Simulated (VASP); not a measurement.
A run of VASP 6.6.1 is set up as follows.

INCAR

```
SYSTEM = ZrNb2N4
ALGO     = Normal         ! electronic algorithm
EDIFF    = 1E-6           ! SCF threshold, eV
ENCUT    = 520            ! plane-wave cutoff, eV
GGA      = PE             ! functional
ISIF     = 2              ! what is computed and relaxed
ISMEAR   = 0              ! smearing method
LASPH    = .True.         ! aspherical terms in the spheres
LCHARG   = .False.        ! write CHGCAR
LREAL    = .False.        ! projectors in reciprocal space
LWAVE    = .False.        ! write WAVECAR
NBANDS   = 38             ! bands
NELM     = 100            ! most SCF steps
PREC     = Accurate       ! precision mode
SIGMA    = 0.1            ! smearing width, eV
```

KPOINTS

```
k-points
0
Gamma
  8 8 6
  0 0 0
```

Contents of POSCAR:

```
ZrNb2N4
1.0
    3.6602836027      0.0000000000      0.0000000000
    0.0000000000      4.2884205278      0.0000000000
    0.0000000000      0.0000000000      6.3589911223
Zr Nb N
1 2 4
Direct
    0.0000000000      0.0000000000      0.6337465248
    0.5000000000      0.0000000000      0.1731221955
    0.5000000000      0.5000000000      0.8473997433
    0.0000000000      0.5000000000      0.7099340976
    0.5000000000      0.5000000000      0.1515134382
    0.5000000000      0.0000000000      0.8414910383
    0.0000000000      0.0000000000      0.3094439422
```

Potentials or basis: VASP PAW PBE potentials, release 64 (Zr_sv, Nb_sv, N).

Run with:

```console
$ cat potpaw_PBE.64/Zr_sv/POTCAR potpaw_PBE.64/Nb_sv/POTCAR potpaw_PBE.64/N/POTCAR > POTCAR
$ mpirun -np 1 vasp_std > vasp.out
```

**Question.** What does it give for the pressure?

**Answer.** -0.2 GPa.

**Question.** Predict the largest force.

**Answer.** 0.032 eV/Å.

Forces in eV/Å, atoms in the order of the input:
```
Zr   0.000  0.000 -0.002
Nb   0.000  0.000 -0.008
Nb   0.000  0.000  0.002
N    0.000  0.000  0.027
N    0.000  0.000 -0.012
N    0.000  0.000  0.024
N    0.000  0.000 -0.032
```
